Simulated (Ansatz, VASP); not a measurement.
**As: VASP beside Ansatz**

The input INCAR:

```
PREC = Accurate ; ENCUT = 520
EDIFF = 1E-6 ; ISMEAR = -1
SIGMA = 0.1 ; LREAL = F
LASPH = T ; NELM = 80
ALGO = Normal ; ISIF = 2
LWAVE = F ; LCHARG = T
LELF = T ; LVHAR = T
NBANDS = 8
```

Contents of KPOINTS:

```
Automatic mesh
0
Gamma
  13 13 13
```

Contents of POSCAR:

```
As
1.0
    2.6389295419      0.0000000000      0.0000000000
    0.0000000000      2.6389295419      0.0000000000
    0.0000000000      0.0000000000      2.6389295419
As
1
Direct
    0.0000000000      0.0000000000      0.0000000000
```

Input for Ansatz:

```yaml
crystal:
  lattice:
    - [2.6389295419, 0.0, 0.0]
    - [0.0, 2.6389295419, 0.0]
    - [0.0, 0.0, 2.6389295419]
  atoms:
    - { symbol: As, position: [0.0, 0.0, 0.0] }
hamiltonian:
  xc: lda
  pseudopotentials:
    kind: paw
    azcp:
      As: "pseudopotentials/As.paw.azcp"
basis:
  ecutwfc: 420
  fft_grid_basis: typed
kpoints:
  mp_grid: { grid: [13, 13, 13], shift: [0, 0, 0] }
magnetization:
  spin_polarized: false
scf:
  occupations: { method: fermi_dirac, width: 0.1 }
  lower_state_search: "off"
output:
  stress: true
```

Alike in both runs: task single point; functional LDA; k mesh 13 × 13 × 13; occupations fermi-dirac, width 0.1 eV; no spin polarisation.

|  | VASP | Ansatz |
| --- | --- | --- |
| version | VASP 6.6.1 | Ansatz 0.2.0 |
| potentials or method | VASP PAW LDA potentials, release 64 (As), cutoff 520 eV | plane waves (420 eV) with PAW, scalar-relativistic |
| valence electrons in the cell | 5 | 15 |

```csv
,VASP,Ansatz,Ansatz less VASP
pressure (GPa),4.7,4.2,-0.53
```

Ansatz warns that its potentials were made for another functional, while VASP's fit it. LDA's correlation is that of Perdew and Zunger in VASP and of Perdew and Wang (1992) in Ansatz. VASP's potentials hold 5 valence electrons a cell and Ansatz's 15, so a difference there can come from the potentials and not from the codes.
